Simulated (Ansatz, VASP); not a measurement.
Cl in VASP and in Ansatz

```
Cl
1.0
     3.12524   -1.91009    0.00000
     3.12524    1.91009    0.00000
     0.00000    0.00000    8.14656
Cl
4
Direct
  0.87400 0.12600 0.60887
  0.12600 0.87400 0.39113
  0.62600 0.37400 0.10887
  0.37400 0.62600 0.89113
```

Change from the starting cell: uniaxial_y strain -4.8%.

Alike in both runs: task single point; functional PBE; k mesh 8 × 8 × 4; occupations fermi-dirac, width 0.02 eV; no spin polarisation.

```csv
,VASP,Ansatz
version,VASP 6.6.1,Ansatz 0.2.0
potentials or method,"VASP PAW PBE potentials, release 64 (Cl)","plane waves, PAW"
plane-wave cutoff (eV),520,420
valence electrons in the cell,28,28
```

Ansatz gave:

```
gap on the k mesh at the Fermi level (eV)                     : 2.00
pressure (GPa)                                                : 3.1
traceless stress, the component that is largest in VASP (GPa) : 0.19
rms of the force components (eV/Å)                            : 0.140
```

Estimate VASP's values.

gap on the k mesh at the Fermi level (eV): 2.05; pressure (GPa): 2.7; traceless stress, the component that is largest in VASP (GPa): -0.29; rms of the force components (eV/Å): 0.035.

Atom by atom the forces differ by 0.107 eV/Å (rms over components).
